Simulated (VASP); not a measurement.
# MgB15N15 (a cell with a defect) (Mg_B-V_N) in VASP: further runs, part 2 of 2

VASP 6.6.1. The steps go on from the part before.

## 3. Single point, PBE, collinear spin

Input file INCAR:

```
PREC = Accurate
ENCUT = 520
EDIFF = 1E-7
ISMEAR = -1
SIGMA = 0.01
LREAL = Auto
LASPH = True
NELM = 150
ALGO = Normal
ISIF = 2
LWAVE = False
LCHARG = True
ISPIN = 2
MAGMOM = 0.2 0.01 0 0.03 0.01 0 0 0 0 0 0 0.03 0 0 0.01 0.02 0.02 0.01 0.02 0.02 0 0 0 0.01 0 0 0 0.02 0 0 0
LORBIT = 11
NUPDOWN = 1.0
GGA = PE
LELF = True
LVHAR = True
NELECT = 123.0
NBANDS = 86
```

Input file KPOINTS:

```
Automatic mesh
0
Gamma
  1 1 1
  0.25 0.25 0.25
```

Input file POSCAR:

```
MgB15N15
1.0
   -3.6241103844      3.6241103844     -3.6241103844
    3.6241103844      3.6241103844      3.6241103844
    3.6241103844     -3.6241103844     -3.6241103844
B Mg N
15 1 15
Direct
    0.0047155558      0.0039715470     -0.0160505288
    0.0067667660      0.2533481264      0.7569350483
    0.0083345964      0.5062336232      0.5047499289
   -0.0153819215      0.7370366645      0.2502781573
    0.2540943546      0.0059983896      0.7569378684
    0.2515653091      0.5090861235      0.2565963862
    0.2508558761      0.7528925533      0.0021665266
    0.5069854808      0.0075728174      0.5047457509
    0.5098425104      0.2508022979      0.2565999969
    0.4951107600      0.4943444501     -0.0010566493
    0.5001411319      0.7518810859      0.7494075188
    0.7377724025     -0.0162019201      0.2502264302
    0.7536589161      0.2500955024      0.0021735968
    0.7526253128      0.4993581110      0.7493971420
    0.7507895813      0.7500331011      0.5043427026
    0.1769532051      0.1762495466      0.4195918153
    0.0012119805      0.2566597227      0.0017348665
    0.0078453028      0.5052304001      0.7553534138
   -0.0025303435      0.7509611007      0.5042489531
    0.2574111895      0.0004485619      0.0017348442
    0.2498198905      0.2490621786      0.7733660523
    0.2532228803      0.5296972803      0.5024353923
    0.2477492520      0.7603535353      0.2510472451
    0.5060044726      0.0070922310      0.7553646146
    0.5304237087      0.2524467303      0.5024154224
    0.5041043890      0.5033461226      0.2563944848
    0.4994404623      0.7473007063      0.0009817257
    0.7517224977     -0.0032961399      0.5042405710
    0.7611176531      0.2469888887      0.2510464511
    0.7480715592      0.4987041040      0.0009944444
    0.7518269100      0.7510750007      0.7522182841
```

Potentials or basis: VASP PAW PBE potentials, release 64 (B, Mg, N).

Run with:

```sh
> cat potpaw_PBE.64/B/POTCAR potpaw_PBE.64/Mg/POTCAR potpaw_PBE.64/N/POTCAR > POTCAR
> mpirun -np 1 vasp_std > vasp.out
```

OUTCAR:

```text
PREC = Accurate
   ENCUT = 520
   EDIFF = 1E-7
   ISMEAR = -1
   LREAL = Auto
   LASPH = True
   NELM = 150
   ISIF = 2
   ISPIN = 2
   LORBIT = 11
   NUPDOWN = 1.0
   GGA = PE
   NELECT = 123.0

 ion  position               nearest neighbor table
   1  0.005  0.004  0.984-  31 1.55  17 1.56  20 1.56  16 2.26
   2  0.007  0.253  0.757-  21 1.50  17 1.54  18 1.58  28 1.60  16 2.65
   3  0.008  0.506  0.505-  22 1.50  19 1.56  18 1.58  29 1.59  16 2.61
   4  0.985  0.737  0.250-  30 1.52  19 1.54  23 1.61  16 2.27
   5  0.254  0.006  0.757-  21 1.50  20 1.54  24 1.58  19 1.60  16 2.65
   6  0.252  0.509  0.257-  22 1.50  17 1.59  23 1.60  26 1.60  16 2.59
   7  0.251  0.753  0.002-  20 1.54  18 1.54  23 1.55  27 1.57
   8  0.507  0.008  0.505-  25 1.50  28 1.56  24 1.58  23 1.59  16 2.61
   9  0.510  0.251  0.257-  25 1.50  20 1.59  29 1.60  26 1.60  16 2.59
  10  0.495  0.494  0.999-  21 1.50  30 1.57  27 1.57  26 1.58
[... 469 lines left out ...]
     -0.90013      4.51485     -0.90734        -0.008151     -0.003269      0.008975
      2.72340      2.72056     -2.72885         0.002438     -0.006333     -0.004053
 -----------------------------------------------------------------------------------
    total drift:                               -0.006191     -0.002640      0.008376

  FREE ENERGIE OF THE ION-ELECTRON SYSTEM (eV)
  ---------------------------------------------------
  free  energy   TOTEN  =      -246.9570524708 eV

  energy  without entropy=     -246.9570524708  energy(sigma->0) =     -246.95705247

 total charge

# of ion       s       p       d       tot
------------------------------------------
    1        0.674   1.377   0.000   2.051
    2        0.683   1.396   0.000   2.079
    3        0.684   1.396   0.000   2.079
    4        0.678   1.313   0.000   1.991
    5        0.683   1.396   0.000   2.079
    6        0.677   1.364   0.000   2.041
[... 23 lines left out ...]
   30        1.213   2.771   0.000   3.984
   31        1.211   2.771   0.000   3.982
--------------------------------------------------
tot         28.676  62.681   0.107  91.465

 magnetization (x)

# of ion       s       p       d       tot
------------------------------------------
    1        0.050   0.281   0.000   0.331
    2        0.002   0.010   0.000   0.012
    3        0.001   0.004   0.000   0.005
    4        0.009   0.044   0.000   0.053
    5        0.002   0.010   0.000   0.012
    6        0.001   0.002   0.000   0.003
[... 23 lines left out ...]
   30       -0.000  -0.001   0.000  -0.001
   31       -0.001   0.002   0.000   0.001
--------------------------------------------------
tot          0.090   0.522   0.016   0.628
```

OSZICAR:

```text
N       E                     dE             d eps       ncg     rms          rms(c)
DAV:   1     0.533393164471E+03    0.53339E+03   -0.64679E+04   344   0.139E+03
DAV:   2    -0.226109421435E+03   -0.75950E+03   -0.73236E+03   420   0.321E+02
DAV:   3    -0.263478261993E+03   -0.37369E+02   -0.37116E+02   440   0.707E+01
DAV:   4    -0.263859173632E+03   -0.38091E+00   -0.38023E+00   432   0.744E+00
DAV:   5    -0.263863634330E+03   -0.44607E-02   -0.44579E-02   432   0.772E-01    0.272E+01
DAV:   6    -0.248204442843E+03    0.15659E+02   -0.47459E+01   392   0.220E+01    0.125E+01
DAV:   7    -0.247206157814E+03    0.99829E+00   -0.39984E+00   408   0.704E+00    0.787E+00
DAV:   8    -0.246971108652E+03    0.23505E+00   -0.72833E-01   400   0.312E+00    0.157E+00
DAV:   9    -0.246958765339E+03    0.12343E-01   -0.77524E-02   400   0.124E+00    0.545E-01
DAV:  10    -0.246957661056E+03    0.11043E-02   -0.19355E-02   408   0.497E-01    0.305E-01
DAV:  11    -0.246956892998E+03    0.76806E-03   -0.19409E-03   416   0.176E-01    0.130E-01
DAV:  12    -0.246956995034E+03   -0.10204E-03   -0.42120E-04   392   0.856E-02    0.465E-02
DAV:  13    -0.246957039075E+03   -0.44041E-04   -0.12034E-04   408   0.436E-02    0.216E-02
DAV:  14    -0.246957049981E+03   -0.10905E-04   -0.11126E-05   384   0.149E-02    0.124E-02
DAV:  15    -0.246957051901E+03   -0.19203E-05   -0.19505E-06   432   0.570E-03    0.560E-03
DAV:  16    -0.246957052407E+03   -0.50644E-06   -0.55273E-07   384   0.275E-03    0.154E-03
DAV:  17    -0.246957052471E+03   -0.63405E-07   -0.47944E-08   216   0.968E-04
   1 F= -.24695705E+03 E0= -.24695705E+03  d E =-.338511E-12  mag=     1.0000
```

stdout:

```text
POSCAR found type information on POSCAR B MgN
 POSCAR found :  3 types and      31 ions
 scaLAPACK will be used
 LDA part: xc-table for (Slater+PW92), standard interpolation
 POSCAR, INCAR and KPOINTS ok, starting setup
 FFT: planning ... GRIDC
 FFT: planning ... GRID_SOFT
 FFT: planning ... GRID
 WAVECAR not read
 entering main loop
 the old and the new charge density differ
 old charge density:   122.00000 new  123.00000
    0.272E+01
```

Run time: 78 s. Hardware: 1 thread of Intel Xeon Platinum 8488C (Sapphire Rapids), shared host; peak memory 0.41 GiB.

Results:

| Property | Result |
| --- | --- |
| Free energy | -246.9571 eV |
| Largest force | 0.024 eV/Å |
| Net moment | 1.00 μB per cell |
| Site moments | B +0.33, +0.01, +0.05, +0.00; Mg +0.04; N +0.02, +0.01, +0.00, -0.00 μB |
| Valence electrons inside the program's atomic spheres | B 2.05, 2.08, 1.99, 2.04, 2.09, 2.07, 2.11; Mg 0.63; N 3.99, 3.98, 4.06, 4.07, 3.95, 3.96 |

Forces on the atoms (eV/Å):
```
B   -0.005 -0.004  0.003
B   -0.006 -0.002  0.023
B    0.000 -0.017  0.001
B    0.001  0.012  0.007
B   -0.024  0.001  0.005
B   -0.012  0.006  0.004
B   -0.003  0.002 -0.004
B   -0.001 -0.016  0.000
B   -0.005  0.006  0.013
B    0.002  0.013  0.000
B    0.005 -0.003 -0.014
B   -0.001  0.015 -0.003
B    0.005  0.003  0.005
B    0.016  0.000 -0.005
B   -0.001  0.000  0.001
Mg  -0.002 -0.008 -0.002
N    0.006 -0.002 -0.014
N   -0.003 -0.004  0.003
N    0.009  0.004 -0.008
N    0.015 -0.002 -0.006
N    0.003  0.007 -0.004
N    0.005  0.007 -0.002
N    0.007 -0.003 -0.004
N   -0.002 -0.004  0.005
N    0.004  0.006 -0.007
N   -0.003 -0.004  0.003
N   -0.012 -0.002  0.006
N    0.007  0.005 -0.007
N    0.003 -0.005 -0.007
N   -0.008 -0.003  0.009
N    0.002 -0.006 -0.004
```

Caveat: the k points lie up to 1.23 Å⁻¹ apart; the cell carries a net charge on a neutralising background, which shifts energy and pressure; the total moment is fixed, so each spin has its own Fermi level.

## 4. Single point, PBE, collinear spin

Input file INCAR:

```
SYSTEM = MgB15N15
PREC     = Accurate       ! precision mode
ENCUT    = 520            ! plane-wave cutoff, eV
EDIFF    = 1E-6           ! SCF threshold, eV
ISMEAR   = -1             ! smearing method
SIGMA    = 0.01           ! smearing width, eV
LREAL    = Auto         
LASPH    = .True.         ! aspherical terms in the spheres
NELM     = 150            ! most SCF steps
ALGO     = Normal         ! electronic algorithm
ISIF     = 2              ! what is computed and relaxed
LWAVE    = .False.        ! write WAVECAR
LCHARG   = .True.         ! write CHGCAR
ISPIN    = 2              ! spin polarisation
MAGMOM   = 0.04 0.01 0.01 0.04 0.01 0.01 0 0.01 0.01 0 0 0.04 0 0 0 0.03 0.01 0 0.01 0.01 0 0 0.01 0 0 0 0.01 0.01 0.01 0.01 0.01 ! initial moments
LORBIT   = 11             ! projections on sites
NUPDOWN  = 1.0            ! fixed moment
GGA      = PE             ! functional
LELF     = .True.         ! ELF
LVHAR    = .True.       
NELECT   = 121.0        
NBANDS   = 86             ! bands
```

KPOINTS is that of step 3.

Input file POSCAR:

```
MgB15N15
1.0
   -3.6241103844      3.6241103844     -3.6241103844
    3.6241103844      3.6241103844      3.6241103844
    3.6241103844     -3.6241103844     -3.6241103844
B Mg N
15 1 15
Direct
   -0.0028280155     -0.0016472284     -0.0435050355
    0.0094034756      0.2569393273      0.7545828908
    0.0093447280      0.5064065497      0.5050652619
   -0.0028349760      0.7082769493      0.2464894600
    0.2557091329      0.0106143487      0.7545774843
    0.2557244625      0.5064247954      0.2587863065
    0.2461946111      0.7509353260     -0.0009042414
    0.5051661727      0.0105378529      0.5050408705
    0.5051966722      0.2569274636      0.2587499643
    0.4980834405      0.4992977046      0.0021250164
    0.4980303993      0.7538768863      0.7474448729
    0.7068938633     -0.0015296575      0.2466089092
    0.7497201234      0.2474126272     -0.0008982333
    0.7526224100      0.4991930957      0.7473828603
    0.7497431217      0.7509708492      0.4956270670
    0.1796344942      0.1808024402      0.4292374317
   -0.0002720663      0.2503210114      0.0062260568
    0.0072651738      0.5059876596      0.7541540395
   -0.0001875328      0.7580877878      0.4985298741
    0.2491267384      0.0009438626      0.0061132639
    0.2525265822      0.2538127454      0.7778179643
    0.2524278351      0.5294636989      0.5018769204
    0.2491979804      0.7578495190      0.2491146934
    0.5047501648      0.0085498135      0.7541323627
    0.5281702416      0.2536126785      0.5018068339
    0.5047994304      0.5060250076      0.2567614268
    0.5012885195      0.7528097636      0.0009297285
    0.7567896440      0.0010167176      0.4985472845
    0.7566392685      0.2504472803      0.2491467111
    0.7515201574      0.5024753294      0.0009060297
    0.7514944293      0.7527379042      0.7505674064
```

Run with:

```sh
> cat potpaw_PBE.64/B/POTCAR potpaw_PBE.64/Mg/POTCAR potpaw_PBE.64/N/POTCAR > POTCAR
> mpirun -np 1 vasp_std > vasp.out
```

Run time: 77 s. Hardware: 1 thread of Intel Xeon Platinum 8488C (Sapphire Rapids), shared host; peak memory 0.4 GiB.

It converged, with:

```yaml
Free_energy: -265.2166 eV
Largest_force: 0.034 eV/Å
Net_moment: 1.00 μB per cell
Site_moments: B +0.08, +0.01, +0.00; Mg +0.06; N +0.01, -0.00, +0.00 μB
Valence_electrons_inside_the_program's_atomic_spheres: B 2.07, 2.02, 2.06; Mg 0.56; N 3.96, 3.97, 4.06, 4.05
```

Forces in eV/Å, atoms in the order of the input:
```
B    0.004 -0.015  0.002
B    0.012 -0.015  0.016
B    0.005 -0.015  0.008
B    0.003  0.004  0.007
B   -0.012 -0.006 -0.002
B   -0.019 -0.009  0.004
B   -0.005  0.005 -0.007
B   -0.002 -0.017 -0.002
B   -0.001 -0.005  0.022
B    0.001  0.022  0.005
B   -0.006 -0.001 -0.013
B   -0.027  0.011 -0.004
B    0.009  0.004  0.006
B    0.024 -0.004  0.010
B    0.004  0.000 -0.004
Mg  -0.018 -0.007  0.028
N    0.011  0.023  0.003
N   -0.010  0.002 -0.001
N    0.015 -0.008 -0.012
N    0.002  0.015 -0.019
N    0.000 -0.007 -0.014
N    0.006  0.011 -0.002
N    0.010  0.020 -0.002
N   -0.003 -0.003 -0.001
N    0.000  0.016 -0.014
N   -0.004 -0.003  0.003
N   -0.008 -0.014  0.004
N    0.016 -0.004 -0.020
N    0.004  0.020 -0.009
N   -0.009 -0.007  0.010
N   -0.004 -0.015 -0.003
```

Caveat: the k points lie up to 1.23 Å⁻¹ apart; the cell carries a net charge on a neutralising background, which shifts energy and pressure; the total moment is fixed, so each spin has its own Fermi level.
